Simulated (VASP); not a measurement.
Crystal: Sc.

```xyz
1
Lattice="3.0200 0.0000 0.0000 0.0000 3.0200 0.0000 0.0000 0.0000 3.0200" Properties=species:S:1:pos:R:3 pbc="T T T"
Sc    0.0000    0.0000    0.0000
```

```yaml
Program: VASP 6.6.1
Task: relaxation of cell and atoms
Functional: PBEsol
Potentials_or_basis: VASP PAW PBE potentials, release 64 (Sc_sv)
Cutoff: 600 eV
k_mesh: 7 × 7 × 7
Occupations: fermi-dirac, width 0.1 eV
Spin: no spin polarisation
```

At the start: pressure -3.3 GPa; volume 27.54 Å³/atom.

Q: How do energy, volume and symmetry change on relaxing?

A: Over 4 steps the energy falls by 28.8 meV/atom and the volume is 24.92 Å³/atom (-9.5 %); space group Pm-3m (No. 221, to 0.05 Å).

Step by step:
```csv
step,energy change (eV),largest force (eV/Å),pressure (GPa),volume (Å³)
1,0.0000,0.0000,-3.28,27.54
2,-0.0279,0.0000,-0.62,25.35
3,-0.0288,0.0000,-0.07,24.97
4,-0.0288,0.0000,-0.01,24.92
```

Final structure:
```yaml
crystal:
  lattice:
    - [2.92105, 0.00000, 0.00000]
    - [0.00000, 2.92105, 0.00000]
    - [0.00000, 0.00000, 2.92105]
  atoms:
    - { symbol: Sc, position: [0.00000, 0.00000, 0.00000] }
```

Caveat: the PAW data sets were made with another functional, which shifts forces and pressure a little.
